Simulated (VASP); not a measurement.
# Li2S (Fm-3m) in VASP: notebook, part 2 of 3

VASP 6.6.1. The steps go on from the part before.

## Step 3: Single point, PBE

Input file INCAR:

```
PREC = Accurate ; ENCUT = 750
EDIFF = 1E-6 ; ISMEAR = 0
SIGMA = 0.01 ; LREAL = F
LASPH = T ; NELM = 120
ALGO = Normal ; ISIF = 2
LWAVE = F ; LCHARG = F
GGA = PE ; NBANDS = 13
GGA_COMPAT = F
```

Input file KPOINTS:

```
regular mesh
0
Gamma
  4 4 4
```

Input file POSCAR:

```
Li2S
1.0
    0.0000000000      2.8351678429      2.8351678429
    2.8351678429      0.0000000000      2.8351678429
    2.8351678429      2.8351678429      0.0000000000
Li S
2 1
Direct
    0.7500000000      0.7500000000      0.7500000000
    0.2500000000      0.2500000000      0.2500000000
    0.0000000000      0.0000000000      0.0000000000
```

Potentials or basis: VASP PAW PBE potentials, release 64 (Li_sv, S).

On the command line:

```sh
$ cat potpaw_PBE.64/Li_sv/POTCAR potpaw_PBE.64/S/POTCAR > POTCAR
$ mpirun -np 1 vasp_std > vasp.out
```

OUTCAR:

```text
PREC = Accurate
   ENCUT = 750
   EDIFF = 1E-6
   ISMEAR = 0
   LREAL = F
   LASPH = T
   NELM = 120
   ISIF = 2
   GGA = PE

 ion  position               nearest neighbor table
   1  0.750  0.750  0.750-   3 2.46   3 2.46   3 2.46   3 2.46
   2  0.250  0.250  0.250-   3 2.46   3 2.46   3 2.46   3 2.46
   3  0.000  0.000  0.000-   1 2.46   1 2.46   2 2.46   2 2.46   1 2.46   1 2.46   2 2.46   2 2.46

  LATTYP: Found a face centered cubic cell.
 ALAT       =     5.6703356858

  Lattice vectors:

 A1 = (   0.0000000000,   2.8351678429,   2.8351678429)
 A2 = (   2.8351678429,   0.0000000000,   2.8351678429)
 A3 = (   2.8351678429,   2.8351678429,   0.0000000000)

Analysis of symmetry for initial positions (statically):
=====================================================================
 Subroutine PRICEL returns:
 Original cell was already a primitive cell.

 Routine SETGRP: Setting up the symmetry group for a
 face centered cubic supercell.

 Subroutine GETGRP returns: Found 48 space group operations
 (whereof 48 operations were pure point group operations)
 out of a pool of 48 trial point group operations.

The static configuration has the point symmetry O_h .

Analysis of symmetry for dynamics (positions and initial velocities):
=====================================================================
 Subroutine PRICEL returns:
 Original cell was already a primitive cell.

 Routine SETGRP: Setting up the symmetry group for a
 face centered cubic supercell.

 Subroutine GETGRP returns: Found 48 space group operations
 (whereof 48 operations were pure point group operations)
 out of a pool of 48 trial point group operations.

The dynamic configuration has the point symmetry O_h .

 Subroutine INISYM returns: Found 48 space group operations
[... 107 lines left out ...]
   GGA     = PE    functional components
   LHFCALC =     F    Hartree Fock is set to
   AEXX    =    0.0000 exact exchange contribution
   IVDW    =     0    specifies the selected vdW correction
   LEPSILON=     F    determine dielectric tensor
   LRPA    =     F    only Hartree local field effects (RPA)
 non-spin polarized calculation
 Gauss-broadening in eV      SIGMA  =   0.01
  energy-cutoff  :      750.00
  volume of cell :       45.58
 maximum number of plane-waves:      2148
   NGX = 17   NGY = 17   NGZ = 17

 number of electron      11.9999997 magnetization

 Free energy of the ion-electron system (eV)
  ---------------------------------------------------
  ext. energy  EPLUGINS =         0.00000000
  ---------------------------------------------------
  free energy    TOTEN  =       -11.98469801 eV

  energy without entropy =      -11.98469801  energy(sigma->0) =      -11.98469801

 E-fermi :   1.7145     XC(G=0):  -8.5612

 val. band max:        1.5608185325   @ k =   0.0000   0.0000   0.0000
 cond. band min:       4.9343406667   @ k =   0.5000   0.5000   0.0000
 fundamental gap:      3.3735221342
 Fermi energy:         1.7145065881

 k-point     1 :       0.0000    0.0000    0.0000
  band No.  band energies     occupation
      1     -42.5930      2.00000
      2     -42.5480      2.00000
      3      -9.5023      2.00000
      4       1.5608      2.00000
      5       1.5608      2.00000
      6       1.5608      2.00000
      7       5.8999      0.00000
      8       7.7920      0.00000
      9       7.7920      0.00000
     10       7.7920      0.00000
     11      12.7745      0.00000
     12      12.7745      0.00000
     13      14.0561      0.00000
[... 98 lines left out ...]
  band No.  band energies     occupation
      1     -42.5693      2.00000
      2     -42.5693      2.00000
      3      -8.9153      2.00000
      4      -0.2956      2.00000
      5      -0.2956      2.00000
      6      -0.2357      2.00000
      7       7.0518      0.00000
      8       8.8966      0.00000
      9      10.5035      0.00000
     10      10.5035      0.00000
     11      13.5924      0.00000
     12      13.5924      0.00000
     13      14.2646      0.00000

------------------------ aborting loop because EDIFF is reached ----------------------------------------

  FORCE on cell =-STRESS in cart. coord.  units (eV):
  Direction    XX          YY          ZZ          XY          YZ          ZX
  --------------------------------------------------------------------------------------
  -------------------------------------------------------------------------------------
  Total        0.1836596      0.1836596      0.1836596      0.0000000      0.0000000     -0.0000000
  in kB        6.4559159      6.4559159      6.4559159      0.0000000      0.0000000     -0.0000000
  external PRESSURE =       6.4559159 kB  Pullay stress =       0.0000000 kB

 VOLUME and BASIS-vectors are now :
 -----------------------------------------------------------------------------
  energy-cutoff  :      750.00
  volume of cell :       45.58
      direct lattice vectors                 reciprocal lattice vectors
     0.000000000  2.835167843  2.835167843    -0.176356402  0.176356402  0.176356402
     2.835167843  0.000000000  2.835167843     0.176356402 -0.176356402  0.176356402
     2.835167843  2.835167843  0.000000000     0.176356402  0.176356402 -0.176356402

 POSITION                                       TOTAL-FORCE (eV/Angst)
 -----------------------------------------------------------------------------------
      4.25275      4.25275      4.25275        -0.000000     -0.000000      0.000000
      1.41758      1.41758      1.41758         0.000000      0.000000     -0.000000
      0.00000      0.00000      0.00000        -0.000000      0.000000     -0.000000
 -----------------------------------------------------------------------------------
    total drift:                                0.000000      0.000000      0.000000

  FREE ENERGIE OF THE ION-ELECTRON SYSTEM (eV)
  ---------------------------------------------------
  free  energy   TOTEN  =       -11.9846980055 eV

  energy  without entropy=      -11.9846980055  energy(sigma->0) =      -11.98469801
```

OSZICAR:

```text
N       E                     dE             d eps       ncg     rms          rms(c)
DAV:   1     0.624935693033E+02    0.62494E+02   -0.62584E+03   208   0.114E+03
DAV:   2    -0.395375625985E+01   -0.66447E+02   -0.60866E+02   241   0.248E+02
DAV:   3    -0.118545261206E+02   -0.79008E+01   -0.78449E+01   374   0.554E+01
DAV:   4    -0.122842032769E+02   -0.42968E+00   -0.42932E+00   306   0.131E+01
DAV:   5    -0.122891930271E+02   -0.49898E-02   -0.49896E-02   319   0.153E+00    0.391E+00
DAV:   6    -0.119901837507E+02    0.29901E+00   -0.50325E-01   231   0.284E+00    0.294E+00
DAV:   7    -0.119741799723E+02    0.16004E-01   -0.14482E-01   298   0.169E+00    0.185E+00
DAV:   8    -0.119852349152E+02   -0.11055E-01   -0.28368E-02   257   0.947E-01    0.873E-01
DAV:   9    -0.119844983431E+02    0.73657E-03   -0.98221E-04   275   0.176E-01    0.488E-01
DAV:  10    -0.119847396489E+02   -0.24131E-03   -0.15573E-03   223   0.188E-01    0.301E-01
DAV:  11    -0.119846971005E+02    0.42548E-04   -0.11795E-04   305   0.639E-02    0.954E-02
DAV:  12    -0.119846980055E+02   -0.90501E-06   -0.45974E-06   261   0.141E-02
   1 F= -.11984698E+02 E0= -.11984698E+02  d E =-.692185-106
```

Wall time 11 s (1 thread of Intel Xeon Platinum 8375C at 2.90GHz (Ice Lake), shared host); peak memory 0.19 GiB.

What came out:

* Free energy: -11.9847 eV
* Pressure: 0.6 GPa
* Band gap on the k mesh: 3.37 eV (least direct gap 4.34 eV)

Caveat: the k points lie up to 0.48 Å⁻¹ apart.

## Step 4: Single point, PBE

Input file INCAR:

```
SYSTEM = Li2S
PREC = Accurate ; ENCUT = 750
EDIFF = 1E-6 ; ISMEAR = 0
SIGMA = 0.01 ; LREAL = .FALSE.
LASPH = .TRUE. ; NELM = 120
ALGO = Normal ; ISIF = 2
LWAVE = .FALSE. ; LCHARG = .TRUE.
GGA = PE ; LELF = .TRUE.
LVHAR = .TRUE. ; NBANDS = 13
GGA_COMPAT = .FALSE.
```

Input file KPOINTS:

```
regular mesh
0
G
  4 4 4
  0 0 0
```

Input file POSCAR:

```
Li2S
1.0
    0.0000000000      2.8351678429      2.8351678429
    2.8351678429      0.0000000000      2.8351678429
    2.8351678429      2.8351678429      0.0000000000
Li S
2 1
Direct
    1.4130000000      0.9640000000      0.8990000000
    0.9130000000      0.4640000000      0.3990000000
    0.6630000000      0.2140000000      0.1490000000
```

Potentials or basis: VASP PAW PBE potentials, release 64 (Li_sv, S).

On the command line:

```sh
$ cat potpaw_PBE.64/Li_sv/POTCAR potpaw_PBE.64/S/POTCAR > POTCAR
$ mpirun -np 1 vasp_std > vasp.out
```

OUTCAR:

```text
SYSTEM = Li2S
   PREC = Accurate
   ENCUT = 750
   EDIFF = 1E-6
   ISMEAR = 0
   LREAL = .FALSE.
   LASPH = .TRUE.
   NELM = 120
   ISIF = 2
   GGA = PE

 ion  position               nearest neighbor table
   1  0.413  0.964  0.899-   3 2.46   3 2.46   3 2.46   3 2.46
   2  0.913  0.464  0.399-   3 2.46   3 2.46   3 2.46   3 2.46
   3  0.663  0.214  0.149-   1 2.46   1 2.46   2 2.46   2 2.46   1 2.46   1 2.46   2 2.46   2 2.46

  LATTYP: Found a face centered cubic cell.
 ALAT       =     5.6703356858

  Lattice vectors:

 A1 = (   0.0000000000,   2.8351678429,   2.8351678429)
 A2 = (   2.8351678429,   0.0000000000,   2.8351678429)
 A3 = (   2.8351678429,   2.8351678429,   0.0000000000)

Analysis of symmetry for initial positions (statically):
=====================================================================
 Subroutine PRICEL returns:
 Original cell was already a primitive cell.

 Routine SETGRP: Setting up the symmetry group for a
 face centered cubic supercell.

 Subroutine GETGRP returns: Found 48 space group operations
 (whereof  1 operations were pure point group operations)
 out of a pool of 48 trial point group operations.

The static configuration has the point symmetry C_1 .
 The point group associated with its full space group is O_h .
[... 165 lines left out ...]
     10       7.7921      0.00000
     11      12.7741      0.00000
     12      12.7741      0.00000
     13      14.0571      0.00000
[... 98 lines left out ...]
  band No.  band energies     occupation
      1     -42.5703      2.00000
      2     -42.5703      2.00000
      3      -8.9166      2.00000
      4      -0.2963      2.00000
      5      -0.2963      2.00000
      6      -0.2361      2.00000
      7       7.0536      0.00000
      8       8.8968      0.00000
      9      10.5034      0.00000
     10      10.5034      0.00000
     11      13.5923      0.00000
     12      13.5923      0.00000
     13      14.2646      0.00000

------------------------ aborting loop because EDIFF is reached ----------------------------------------

  FORCE on cell =-STRESS in cart. coord.  units (eV):
  Direction    XX          YY          ZZ          XY          YZ          ZX
  --------------------------------------------------------------------------------------
  -------------------------------------------------------------------------------------
  Total        0.2011861      0.2011861      0.2011861      0.0000000     -0.0000000     -0.0000000
  in kB        7.0719984      7.0719984      7.0719984      0.0000000     -0.0000000     -0.0000000
  external PRESSURE =       7.0719984 kB  Pullay stress =       0.0000000 kB

 VOLUME and BASIS-vectors are now :
 -----------------------------------------------------------------------------
  energy-cutoff  :      750.00
  volume of cell :       45.58
      direct lattice vectors                 reciprocal lattice vectors
     0.000000000  2.835167843  2.835167843    -0.176356402  0.176356402  0.176356402
     2.835167843  0.000000000  2.835167843     0.176356402 -0.176356402  0.176356402
     2.835167843  2.835167843  0.000000000     0.176356402  0.176356402 -0.176356402

 POSITION                                       TOTAL-FORCE (eV/Angst)
 -----------------------------------------------------------------------------------
      5.28192      3.71974      3.90403        -0.000000      0.000000     -0.000000
      2.44675      3.71974      3.90403         0.000000     -0.000000      0.000000
      1.02917      2.30216      2.48644        -0.000000      0.000000      0.000000
 -----------------------------------------------------------------------------------
    total drift:                               -0.000002     -0.000022     -0.000002

  FREE ENERGIE OF THE ION-ELECTRON SYSTEM (eV)
  ---------------------------------------------------
  free  energy   TOTEN  =       -11.9847032964 eV

  energy  without entropy=      -11.9847032964  energy(sigma->0) =      -11.98470330
```

It took 15 s on 1 thread of Intel Xeon Platinum 8375C at 2.90GHz (Ice Lake), shared host; peak memory 0.19 GiB.

Results:

```yaml
Free_energy: -11.9847 eV
Pressure: 0.7 GPa
Band_gap_on_the_k_mesh: 3.38 eV (least direct gap 4.34 eV)
```

Caveat: the k points lie up to 0.48 Å⁻¹ apart. A k mesh can miss the band edges.

## Step 5: Single point, PBE+D3(BJ)

Input file INCAR:

```
  PREC = Accurate
  ENCUT = 750
  EDIFF = 1E-6
  ISMEAR = 1
  SIGMA = 0.044
  LREAL = F
  LASPH = T
  NELM = 120
  ALGO = Normal
  ISIF = 2
  LWAVE = F
  LCHARG = F
  GGA = PE
  IVDW = 12
  NBANDS = 13
  GGA_COMPAT = F
```

Input file KPOINTS:

```
Automatic mesh
0
Gamma
  4 4 4
```

Input file POSCAR:

```
Li2S
1.0
    0.0000000000      2.8351678429      2.8351678429
    2.8351678429      0.0000000000      2.8351678429
    2.8351678429      2.8351678429      0.0000000000
Li S
2 1
Direct
    0.7500000000      0.7500000000      0.7500000000
    0.2500000000      0.2500000000      0.2500000000
    0.0000000000      0.0000000000      0.0000000000
```

On the command line:

```sh
$ cat potpaw_PBE.64/Li_sv/POTCAR potpaw_PBE.64/S/POTCAR > POTCAR
$ mpirun -np 1 vasp_std > vasp.out
```

Wall time 12 s (1 thread of Intel Xeon Platinum 8375C at 2.90GHz (Ice Lake), shared host); peak memory 0.2 GiB.

Results (log left out):

- Free energy: -12.7844 eV
- Pressure: -2.4 GPa
- Band gap on the k mesh: 3.37 eV (least direct gap 4.34 eV)
- Dispersion energy per atom: -0.267 eV

Levels at points of the mesh, in eV from the valence-band top:
```
           k point  band 2  band 3  band 4  band 5  band 6  band 7  band 8  band 9  band 10  band 11
(0.00, 0.00, 0.00)  -44.11  -11.06    0.00    0.00    0.00    4.34    6.23    6.23     6.23    11.21
(0.50, 0.00, 0.00)  -44.13  -10.62   -2.93   -0.52   -0.52    6.17    6.58    6.58     8.48    12.90
(0.50, 0.50, 0.00)  -44.12  -10.49   -2.20   -1.45   -1.45    3.37    7.12   11.20    11.20    12.26
```

Caveat: the k points lie up to 0.48 Å⁻¹ apart; three body term missing. A k mesh can miss the band edges.

(Part 2 of 3 ends here.)
